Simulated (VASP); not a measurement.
Here is a VASP 6.6.1 calculation.

Contents of INCAR:

```
SYSTEM = HfBF
PREC = Accurate ; ENCUT = 520
EDIFF = 1E-7 ; ISMEAR = 0
SIGMA = 0.1 ; LREAL = .False.
LASPH = .True. ; NELM = 100
ALGO = Normal ; ISIF = 2
LWAVE = .False. ; LCHARG = .False.
GGA = PE ; NBANDS = 29
```

KPOINTS

```
Automatic mesh
0
Gamma
  6 6 4
  0 0 0
```

POSCAR

```
HfBF
1.0
    3.5164517100      0.0000000000      0.0000000000
    0.0000000000      3.5164517100      0.0000000000
    0.0000000000      0.0000000000      6.6712576900
Hf B F
2 2 2
Direct
    0.5000000000      0.5000000000      0.0000000000
    0.0000000000      0.0000000000      0.0000000000
    0.5000000000      0.0000000000      0.2480859800
    0.0000000000      0.5000000000      0.7519140200
    0.0000000000      0.5000000000      0.3474483500
    0.5000000000      0.0000000000      0.6525516500
```

Potentials or basis: VASP PAW PBE potentials, release 64 (Hf_pv, B, F).

Run with:

```sh
$ cat potpaw_PBE.64/Hf_pv/POTCAR potpaw_PBE.64/B/POTCAR potpaw_PBE.64/F/POTCAR > POTCAR
$ mpirun -np 1 vasp_std > vasp.out
```

(1) What does it give for the largest force?

(2) Predict the band gap on the k mesh.

(3) Predict the pressure.

## Answers

(1) 0.516 eV/Å.

(2) zero (bands 20 and 21 overlap by 1.81 eV).

(3) 19.9 GPa.

Caveat: the stress differs along the axes, from -16 to 38 GPa; spin-orbit coupling is left out, which moves the levels of the heavy elements.
